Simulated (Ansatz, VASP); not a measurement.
# GaN in VASP and in Ansatz

```
CELL_PARAMETERS angstrom
3.18258 0.00000 0.00000
0.00000 5.18543 0.00000
0.00000 0.00000 24.18731
ATOMIC_POSITIONS crystal
Ga 0.00000 0.97254 0.32171
Ga 0.50000 0.50780 0.34398
Ga 0.50000 0.00059 0.42604
Ga 0.00000 0.50550 0.46095
Ga 0.00000 0.00550 0.53905
Ga 0.50000 0.50059 0.57396
Ga 0.50000 0.00780 0.65602
Ga 0.00000 0.47254 0.67829
N 0.00000 0.62682 0.31075
N 0.50000 0.13237 0.34738
N 0.50000 0.62621 0.42392
N 0.00000 0.12816 0.46204
N 0.00000 0.62816 0.53796
N 0.50000 0.12621 0.57608
N 0.50000 0.63237 0.65262
N 0.00000 0.12682 0.68925
```

Alike in both runs: functional PBEsol; k mesh 8 × 5 × 1; occupations gaussian, width 0.05 eV; no spin polarisation.

Ansatz relaxed the structure, and its values are those at the end. VASP's run is a single point on that final structure, the one shown.

|  | VASP | Ansatz |
| --- | --- | --- |
| version | VASP 6.6.1 | Ansatz 0.2.0 |
| potentials or method | VASP PAW PBE potentials, release 64 (Ga_d, N), cutoff 520 eV | scalar-relativistic, plane waves, PAW |
| valence electrons in the cell | 144 | 144 |

```csv
,VASP,Ansatz,Ansatz less VASP
gap on the k mesh at the Fermi level (eV),1.61,1.60,-0.005
least direct gap on the mesh (eV),1.61,1.60,-0.005
rms of the force components (eV/Å),0.016,0.005,-0.0104
```

VASP's potentials were made for PBE, not for PBEsol. Ansatz's warnings: xc potential rough in thin density.
